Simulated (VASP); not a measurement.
Crystal: Na3Li.

```
Na Li
1.0
     4.40725    0.00000    0.00000
     0.00000    4.40725    0.00000
     0.00000    0.00000    4.40725
Na Li
3 1
Direct
  0.00000 0.50000 0.50000
  0.50000 0.00000 0.50000
  0.50000 0.50000 0.00000
  0.00000 0.00000 0.00000
```

```yaml
Program: VASP 6.6.1
Task: relaxation of cell and atoms
Functional: PBE
Potentials_or_basis: VASP PAW PBE potentials, release 64 (Na_pv, Li_sv)
Cutoff: 600 eV
k_mesh: 4 × 4 × 4
Occupations: gaussian, width 0.1 eV
Spin: no spin polarisation
```

At the start: pressure 8.2 GPa; volume 21.40 Å³/atom.

Problem. How do energy, volume and symmetry change on relaxing?

Solution. Over 4 steps the energy falls by 207.0 meV/atom and the volume is 31.94 Å³/atom (+49.3 %); space group Pm-3m (No. 221, to 0.1 Å) before and after.

Step by step:
```
step  energy change (eV)  largest force (eV/Å)  pressure (GPa)  volume (Å³)
   1              0.0000                0.0000            8.19        85.61
   2             -0.5239                0.0000            4.00        99.89
   3             -0.8110                0.0000            0.74       121.09
   4             -0.8279                0.0000            0.12       127.78
```

Final structure:
```xyz
4
Lattice="5.0368 0.0000 0.0000 0.0000 5.0368 0.0000 0.0000 0.0000 5.0368" Properties=species:S:1:pos:R:3 pbc="T T T"
Na    0.0000    2.5184    2.5184
Na    2.5184    0.0000    2.5184
Na    2.5184    2.5184    0.0000
Li    0.0000    0.0000    0.0000
```

Caveat: the cutoff is under 1.25 times the usual one of these potentials, so pressure, stress and relaxed cells hold a basis-set (Pulay) error; the volume moved by over 15 % at a fixed basis, so the end points are rough.
